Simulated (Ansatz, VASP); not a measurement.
**SnO2: VASP beside Ansatz**

File INCAR:

```
  PREC = Accurate
  ENCUT = 520
  EDIFF = 1E-6
  ISMEAR = 0
  SIGMA = 0.02
  LREAL = F
  LASPH = T
  NELM = 100
  ALGO = Normal
  ISIF = 2
  LWAVE = F
  LCHARG = F
  GGA = PS
  NBANDS = 35
```

KPOINTS

```
Automatic mesh
0
Gamma
  6 6 8
```

The input POSCAR:

```
SnO2
1.0
    4.8219591020      0.0000000000      0.0000000000
    0.0000000000      4.8219591020      0.0000000000
    0.0000000000      0.0000000000      3.1160239668
Sn O
2 4
Direct
    0.5000000000      0.5000000000      0.5000000000
    0.0000000000      0.0000000000      0.0000000000
    0.1948790082      0.8051209918      0.5000000000
    0.8051209918      0.1948790082      0.5000000000
    0.3051209918      0.3051209918      0.0000000000
    0.6948790082      0.6948790082      0.0000000000
```

Input for Ansatz:

```yaml
crystal:
  lattice:
    - [4.821959102, 0.0, 0.0]
    - [0.0, 4.821959102, 0.0]
    - [0.0, 0.0, 3.1160239668]
  atoms:
    - { symbol: Sn, position: [0.5, 0.5, 0.5] }
    - { symbol: Sn, position: [0.0, 0.0, 0.0] }
    - { symbol: O, position: [0.1948790082, 0.8051209918, 0.5] }
    - { symbol: O, position: [0.8051209918, 0.1948790082, 0.5] }
    - { symbol: O, position: [0.3051209918, 0.3051209918, 0.0] }
    - { symbol: O, position: [0.6948790082, 0.6948790082, 0.0] }
basis:
  ecutwfc: 420
kpoints:
  mp_grid: { grid: [6, 6, 8] }
  band_path: { path: [VBM, CBM], npoints: 2 }
hamiltonian:
  xc: pbesol
scf:
  occupations: { method: gaussian, width: 0.02 }
output:
  forces: true
  stress: true
  eigenvalues: true
checkpoint:
  read: start.run
  write: ck
  compress: false
  write_wavefunctions: false
  write_every: 100000
```

Alike in both runs: task single point; functional PBEsol; k mesh 6 × 6 × 8; occupations gaussian, width 0.02 eV; no spin polarisation.

|  | VASP | Ansatz |
| --- | --- | --- |
| version | VASP 6.6.1 | Ansatz 0.2.0 |
| potentials or method | VASP PAW PBE potentials, release 64 (Sn_d, O), cutoff 520 eV | scalar-relativistic, plane waves, PAW |
| valence electrons in the cell | 52 | 52 |

Ansatz gave:

* gap on the k mesh at the Fermi level (eV): 1.12
* least direct gap on the mesh (eV): 1.12
* pressure (GPa): 3.2
* traceless stress, the component that is largest in VASP (GPa): 6.47
* rms of the force components (eV/Å): 0.001

What did VASP give for the same quantities?

gap on the k mesh at the Fermi level (eV): 1.12; least direct gap on the mesh (eV): 1.12; pressure (GPa): 3.9; traceless stress, the component that is largest in VASP (GPa): 6.72; rms of the force components (eV/Å): 0.011.

VASP's potentials were made for PBE, not for PBEsol. Atom by atom the forces differ by 0.012 eV/Å (rms over components). With one functional, cell and mesh, what is left measures potentials, basis and numerics.
